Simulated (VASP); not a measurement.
# MgS (l.bB) (F-43m) in VASP: single point with LDA

Aim: the single point of MgS (l.bB) with LDA.

All numbers are computed with VASP 6.6.1; they aren't measurements. Logs are shortened: lines on timing, memory, paths and dates and some standing lists are left out, and cuts for length are marked.

## (1) The cell of the first run

Symmetry: F-43m, No. 216, cubic system. Conventional cell: a = 5.660 Å, b = 5.660 Å, c = 5.660 Å, α = 90.00°, β = 90.00°, γ = 90.00°. Mg (site symmetry -43m) has 4 S at 2.45 Å within 3.2 Å. S (site symmetry -43m) has 4 Mg at 2.45 Å within 3.2 Å.

## (2) Single point, LDA

Input file INCAR:

```
PREC     = Accurate       # precision mode
ENCUT    = 600            # plane-wave cutoff, eV
EDIFF    = 1E-6           # SCF threshold, eV
ISMEAR   = 0              # smearing method
SIGMA    = 0.1            # smearing width, eV
LREAL    = False          # projectors in reciprocal space
LASPH    = True           # aspherical terms in the spheres
NELM     = 120            # most SCF steps
ALGO     = Normal         # electronic algorithm
ISIF     = 2              # what is computed and relaxed
LWAVE    = False          # write WAVECAR
LCHARG   = False          # write CHGCAR
GGA      = CA             # functional
NBANDS   = 11             # bands
GGA_COMPAT= False
```

Input file KPOINTS:

```
Automatic mesh
0
Gamma
  6 6 6
```

Input file POSCAR:

```
MgS
1.0
    0.0000000000      2.8300000000      2.8300000000
    2.8300000000      0.0000000000      2.8300000000
    2.8300000000      2.8300000000      0.0000000000
Mg S
1 1
Direct
    0.0000000000      0.0000000000      0.0000000000
    0.2500000000      0.2500000000      0.2500000000
```

Potentials or basis: VASP PAW LDA potentials, release 64 (Mg, S).

Run with:

```console
> cat potpaw_LDA.64/Mg/POTCAR potpaw_LDA.64/S/POTCAR > POTCAR
> mpirun -np 1 vasp_std > vasp.out
```

OUTCAR:

```text
PREC = Accurate
   ENCUT = 600
   EDIFF = 1E-6
   ISMEAR = 0
   LREAL = False
   LASPH = True
   NELM = 120
   ISIF = 2
   GGA = CA

 ion  position               nearest neighbor table
   1  0.000  0.000  0.000-   2 2.45   2 2.45   2 2.45   2 2.45
   2  0.250  0.250  0.250-   1 2.45   1 2.45   1 2.45   1 2.45

  LATTYP: Found a face centered cubic cell.
 ALAT       =     5.6600000000

  Lattice vectors:

 A1 = (   0.0000000000,   2.8300000000,   2.8300000000)
 A2 = (   2.8300000000,   0.0000000000,   2.8300000000)
 A3 = (   2.8300000000,   2.8300000000,   0.0000000000)

Analysis of symmetry for initial positions (statically):
=====================================================================
 Subroutine PRICEL returns:
 Original cell was already a primitive cell.

 Routine SETGRP: Setting up the symmetry group for a
 face centered cubic supercell.

 Subroutine GETGRP returns: Found 24 space group operations
 (whereof 24 operations were pure point group operations)
 out of a pool of 48 trial point group operations.

The static configuration has the point symmetry T_d .

Analysis of symmetry for dynamics (positions and initial velocities):
=====================================================================
 Subroutine PRICEL returns:
 Original cell was already a primitive cell.

 Routine SETGRP: Setting up the symmetry group for a
 face centered cubic supercell.

 Subroutine GETGRP returns: Found 24 space group operations
 (whereof 24 operations were pure point group operations)
 out of a pool of 48 trial point group operations.

The dynamic configuration has the point symmetry T_d .

 Subroutine INISYM returns: Found 24 space group operations
 (whereof 24 operations are pure point group operations),
 and found     1 'primitive' translations

----------------------------------------------------------------------------------------

                                     Primitive cell

  volume of cell :      45.3304

  direct lattice vectors                    reciprocal lattice vectors
     0.000000000  2.830000000  2.830000000    -0.176678445  0.176678445  0.176678445
     2.830000000  0.000000000  2.830000000     0.176678445 -0.176678445  0.176678445
     2.830000000  2.830000000  0.000000000     0.176678445  0.176678445 -0.176678445

  length of vectors
     4.002224382  4.002224382  4.002224382     0.306016044  0.306016044  0.306016044

  position of ions in fractional coordinates (direct lattice)
     0.000000000  0.000000000  0.000000000
     0.250000000  0.250000000  0.250000000

  ion indices of the primitive-cell ions
   primitive index   ion index
                 1           1
                 2           2

----------------------------------------------------------------------------------------

 KPOINTS: Automatic mesh

Automatic generation of k-mesh.
 Grid dimensions read from file:
 generate k-points for:    6    6    6

 Generating k-lattice:

  Cartesian coordinates                     Fractional coordinates (reciprocal lattice)
    -0.029446408  0.029446408  0.029446408     0.166666667  0.000000000  0.000000000
     0.029446408 -0.029446408  0.029446408     0.000000000  0.166666667  0.000000000
     0.029446408  0.029446408 -0.029446408     0.000000000  0.000000000  0.166666667

  Length of vectors
     0.051002674  0.051002674  0.051002674

  Shift w.r.t. Gamma in fractional coordinates (k-lattice)
     0.000000000  0.000000000  0.000000000

 Subroutine IBZKPT returns following result:
 ===========================================

 Found     16 irreducible k-points:

 Following reciprocal coordinates:
            Coordinates               Weight
  0.000000  0.000000  0.000000      1.000000
  0.166667  0.000000  0.000000      8.000000
  0.333333  0.000000  0.000000      8.000000
  0.500000  0.000000  0.000000      4.000000
  0.166667  0.166667  0.000000      6.000000
  0.333333  0.166667  0.000000     24.000000
[... 8 lines left out ...]
 -0.333333  0.333333  0.166667     24.000000
 -0.333333  0.500000  0.166667     12.000000
   k-points           NKPTS =     16   k-points in BZ     NKDIM =     16   number of bands    NBANDS=     11
   number of dos      NEDOS =    301   number of ions     NIONS =      2
   total plane-waves  NPLWV =  32768
   dimension x,y,z NGX =    32 NGY =   32 NGZ =   32
   dimension x,y,z NGXF=    64 NGYF=   64 NGZF=   64
   ions per type =               1   1
   NGX,Y,Z   is equivalent  to a cutoff of  13.29, 13.29, 13.29 a.u.
   NGXF,Y,Z  is equivalent  to a cutoff of  26.58, 26.58, 26.58 a.u.
 SYSTEM =  unknown system
   PREC   = accura    normal or accurate (medium, high low for compatibility)
   ISTART =      0    job   : 0-new  1-cont  2-samecut
   ICHARG =      2    charge: 1-file 2-atom 10-const
   ISPIN  =      1    spin polarized calculation?
   LNONCOLLINEAR =      F non collinear calculations
   LSORBIT =      F    spin-orbit coupling
   LASPH  =      T    aspherical Exc in radial PAW
   ENCUT  =  600.0 eV  44.10 Ry    6.64 a.u.   7.99  7.99  7.99*2*pi/ulx,y,z
   NELM   =    120;   NELMIN=  2; NELMDL= -5     # of ELM steps
   EDIFF  = 0.1E-05   stopping-criterion for ELM
   LREAL  =      F    real-space projection
   EDIFFG = 0.1E-04   stopping-criterion for IOM
   NSW    =      0    number of steps for IOM
   IBRION =     -1    ionic relax: 0-MD 1-quasi-New 2-CG
   NFREE  =      0    steps in history (QN), initial steepest desc. (CG)
   ISIF   =      2    stress and relaxation
   ISYM   =      2    0-nonsym 1-usesym 2-fastsym
   POTIM  = 0.5000    time-step for ionic-motion
   TEBEG  =    0.0;   TEEND  =   0.0 temperature during run
   PSTRESS=    0.0 pullay stress
   NELECT =       8.0000    total number of electrons
   NUPDOWN=      -1.0000    fix difference up-down
   EMIN   =  10.00;   EMAX   =-10.00  energy-range for DOS
   EFERMI =   0.00;   METHOD = LEGACY
   ISMEAR =     0;   SIGMA  =   0.10  broadening in eV -4-tet -1-fermi 0-gaus
   EFERMI_NEDOS =   21; number of points for ismear=-14 and -15
   IALGO  =     38    algorithm
   IMIX   =      4    mixing-type and parameters
     AMIX     =   0.40;   BMIX     =  1.00
     AMIX_MAG =   1.60;   BMIX_MAG =  1.00
  volume/ion in A,a.u.               =      22.67       152.95
  Fermi-wavevector in a.u.,A,eV,Ry     =   0.918280  1.735297 11.472948  0.843238
  Thomas-Fermi vector in A             =   2.043344
   LORBIT       =      0    0 simple, 1 ext, 2 COOP (PROOUT), +10 PAW based schemes
   GGA     = CA    functional components
   LHFCALC =     F    Hartree Fock is set to
   AEXX    =    0.0000 exact exchange contribution
   IVDW    =     0    specifies the selected vdW correction
   LEPSILON=     F    determine dielectric tensor
   LRPA    =     F    only Hartree local field effects (RPA)
 non-spin polarized calculation
 Gauss-broadening in eV      SIGMA  =   0.10
  energy-cutoff  :      600.00
  volume of cell :       45.33
 maximum number of plane-waves:      1527
   NGX = 15   NGY = 15   NGZ = 15

 number of electron       8.0000000 magnetization

 Free energy of the ion-electron system (eV)
  ---------------------------------------------------
  ext. energy  EPLUGINS =         0.00000000
  ---------------------------------------------------
  free energy    TOTEN  =        -9.38007158 eV

  energy without entropy =       -9.38007158  energy(sigma->0) =       -9.38007158

 E-fermi :   1.3716     XC(G=0):  -8.7650

 val. band max:        0.9007796951   @ k =   0.0000   0.0000   0.0000
 cond. band min:       4.0999586841   @ k =   0.0000   0.0000   0.0000
 fundamental gap:      3.1991789890
 Fermi energy:         1.3715785029

 k-point     1 :       0.0000    0.0000    0.0000
  band No.  band energies     occupation
      1     -10.3403      2.00000
      2       0.9008      2.00000
      3       0.9008      2.00000
      4       0.9008      2.00000
      5       4.1000      0.00000
      6       8.6694      0.00000
      7       8.6694      0.00000
      8       8.6694      0.00000
      9      11.6438      0.00000
     10      11.6438      0.00000
     11      14.2621      0.00000

 k-point     2 :       0.1667    0.0000    0.0000
  band No.  band energies     occupation
      1     -10.1849      2.00000
      2      -0.2125      2.00000
      3       0.8087      2.00000
      4       0.8087      2.00000
      5       5.1271      0.00000
      6       8.4051      0.00000
      7       8.9229      0.00000
      8       8.9229      0.00000
      9      11.0182      0.00000
     10      11.0182      0.00000
     11      13.3913      0.00000

 k-point     3 :       0.3333    0.0000    0.0000
  band No.  band energies     occupation
      1      -9.8363      2.00000
      2      -1.6950      2.00000
      3       0.6421      2.00000
      4       0.6421      2.00000
      5       5.8029      0.00000
      6       8.6506      0.00000
      7       8.6506      0.00000
      8       8.8618      0.00000
      9      11.9646      0.00000
     10      11.9646      0.00000
     11      12.7375      0.00000

 k-point     4 :       0.5000    0.0000    0.0000
  band No.  band energies     occupation
      1      -9.6372      2.00000
      2      -2.3152      2.00000
      3       0.5662      2.00000
      4       0.5662      2.00000
      5       5.7731      0.00000
      6       8.3620      0.00000
      7       8.3620      0.00000
      8       9.2761      0.00000
      9      13.4693      0.00000
     10      14.0264      0.00000
     11      14.0264      0.00000
[... 127 lines left out ...]
 k-point    14 :       0.5000    0.3333    0.1667
  band No.  band energies     occupation
      1      -9.5982      2.00000
      2      -1.6121      2.00000
      3      -0.4517      2.00000
      4       0.1859      2.00000
      5       6.3892      0.00000
      6       7.7739      0.00000
      7       8.2039      0.00000
      8      10.5310      0.00000
      9      11.4031      0.00000
     10      14.2336      0.00000
     11      15.1272      0.00000

 k-point    15 :      -0.3333    0.3333    0.1667
  band No.  band energies     occupation
      1      -9.4632      2.00000
      2      -1.7163      2.00000
      3      -0.8143      2.00000
      4      -0.0227      2.00000
      5       6.4752      0.00000
      6       7.7238      0.00000
      7       9.1356      0.00000
      8      10.0193      0.00000
      9      11.9083      0.00000
     10      13.7359      0.00000
     11      15.0688      0.00000

 k-point    16 :      -0.3333    0.5000    0.1667
  band No.  band energies     occupation
      1      -9.4033      2.00000
      2      -1.6751      2.00000
      3      -0.7020      2.00000
      4      -0.4007      2.00000
      5       5.6800      0.00000
      6       7.5495      0.00000
      7      10.0807      0.00000
      8      10.1081      0.00000
      9      13.1486      0.00000
     10      14.5462      0.00000
     11      14.7036      0.00000

------------------------ aborting loop because EDIFF is reached ----------------------------------------

  FORCE on cell =-STRESS in cart. coord.  units (eV):
  Direction    XX          YY          ZZ          XY          YZ          ZX
  --------------------------------------------------------------------------------------
  -------------------------------------------------------------------------------------
  Total       -0.6597873     -0.6597873     -0.6597873      0.0000000      0.0000000      0.0000000
  in kB      -23.3198214    -23.3198214    -23.3198214      0.0000000      0.0000000      0.0000000
  external PRESSURE =     -23.3198214 kB  Pullay stress =       0.0000000 kB

 VOLUME and BASIS-vectors are now :
 -----------------------------------------------------------------------------
  energy-cutoff  :      600.00
  volume of cell :       45.33
      direct lattice vectors                 reciprocal lattice vectors
     0.000000000  2.830000000  2.830000000    -0.176678445  0.176678445  0.176678445
     2.830000000  0.000000000  2.830000000     0.176678445 -0.176678445  0.176678445
     2.830000000  2.830000000  0.000000000     0.176678445  0.176678445 -0.176678445

 POSITION                                       TOTAL-FORCE (eV/Angst)
 -----------------------------------------------------------------------------------
      0.00000      0.00000      0.00000        -0.000000      0.000000      0.000000
      1.41500      1.41500      1.41500         0.000000     -0.000000     -0.000000
 -----------------------------------------------------------------------------------
    total drift:                                0.000000      0.000000      0.000000

  FREE ENERGIE OF THE ION-ELECTRON SYSTEM (eV)
  ---------------------------------------------------
  free  energy   TOTEN  =        -9.3800715788 eV

  energy  without entropy=       -9.3800715788  energy(sigma->0) =       -9.38007158
```

It took 14 s on 1 thread of Intel Xeon 8259CL, shared host; peak memory 0.15 GiB.

Results:

```yaml
Free_energy: -9.3801 eV
Pressure: -2.3 GPa
Band_gap_on_the_k_mesh: 3.20 eV, direct
```

A k mesh can miss the band edges.
